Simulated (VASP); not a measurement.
A run of VASP 6.6.1:

Contents of POSCAR:

```
Si
1.0
   -0.3815112600      1.9002978700      1.9720425700
    1.6960999500      0.0269397800      1.5635915300
    1.9685575700      1.7643044500     -0.2455178400
Si
1
Direct
    0.0000000000      0.0000000000      0.0000000000
```

INCAR.step1

```
PREC     = Accurate       # precision mode
ENCUT    = 400            # plane-wave cutoff, eV
EDIFF    = 1E-5           # SCF threshold, eV
ISMEAR   = -1             # smearing method
SIGMA    = 0.05           # smearing width, eV
LREAL    = F              # projectors in reciprocal space
LASPH    = T              # aspherical terms in the spheres
NELM     = 120            # most SCF steps
ALGO     = Normal         # electronic algorithm
ISIF     = 2              # what is computed and relaxed
LWAVE    = T              # write WAVECAR
LCHARG   = F              # write CHGCAR
NBANDS   = 8              # bands
GGA      = PE             # functional
GGA_COMPAT= F
```

The input INCAR.step2:

```
PREC     = Accurate       # precision mode
ENCUT    = 400            # plane-wave cutoff, eV
EDIFF    = 1E-6           # SCF threshold, eV
ISMEAR   = -1             # smearing method
SIGMA    = 0.05           # smearing width, eV
LREAL    = F              # projectors in reciprocal space
LASPH    = T              # aspherical terms in the spheres
NELM     = 120            # most SCF steps
ALGO     = Normal         # electronic algorithm
ISIF     = 2              # what is computed and relaxed
LWAVE    = F              # write WAVECAR
LCHARG   = F              # write CHGCAR
GGA      = PE             # functional
LHFCALC  = T              # exact exchange
AEXX     = 0.25           # exact-exchange fraction
HFSCREEN = 0.2            # screening, 1/A
PRECFOCK = Normal       
NBANDS   = 8              # bands
ISTART   = 1            
GGA_COMPAT= F
```

Contents of KPOINTS:

```
Automatic mesh
0
Gamma
  5 7 6
```

Potentials or basis: VASP PAW PBE potentials, release 64 (Si).

Launch:

```bash
$ cat potpaw_PBE.64/Si/POTCAR > POTCAR
$ cp INCAR.step1 INCAR
$ mpirun -np 1 vasp_std > vasp.out
$ cp INCAR.step2 INCAR
$ mpirun -np 1 vasp_std > vasp.out
```

Hardware: 1 thread of AMD EPYC 7R13, with other jobs on the host.

Estimate the wall time of this run.

It took 5.3 min on 1 thread of AMD EPYC 7R13 (shared host), peak memory 0.22 GiB. Counts: k points 106.
